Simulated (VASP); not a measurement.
Here is a VASP 6.6.1 calculation.

File INCAR:

```
PREC = Accurate ; ENCUT = 520
EDIFF = 1E-6 ; ISMEAR = -1
SIGMA = 0.1 ; LREAL = False
LASPH = True ; NELM = 80
ALGO = Normal ; ISIF = 2
LWAVE = False ; LCHARG = False
GGA = CA ; NBANDS = 24
```

KPOINTS

```
regular mesh
0
Gamma
  8 8 11
```

File POSCAR:

```
Sc
1.0
    4.9037080113      0.0000000000      0.0000000000
   -2.4518540056      4.2467357105      0.0000000000
    0.0000000000      0.0000000000      3.0922437185
Sc
3
Direct
    0.0000000000      1.0000000000      0.0000000000
    0.3333333333      0.6666666667      0.5000000000
    0.6666666667      0.3333333333      0.5000000000
```

Potentials or basis: VASP PAW LDA potentials, release 64 (Sc_sv).

The run is started by

```console
$ cat potpaw_LDA.64/Sc_sv/POTCAR > POTCAR
$ mpirun -np 1 vasp_std > vasp.out
```

(1) Estimate the pressure.

Answers

(1) 2.7 GPa.
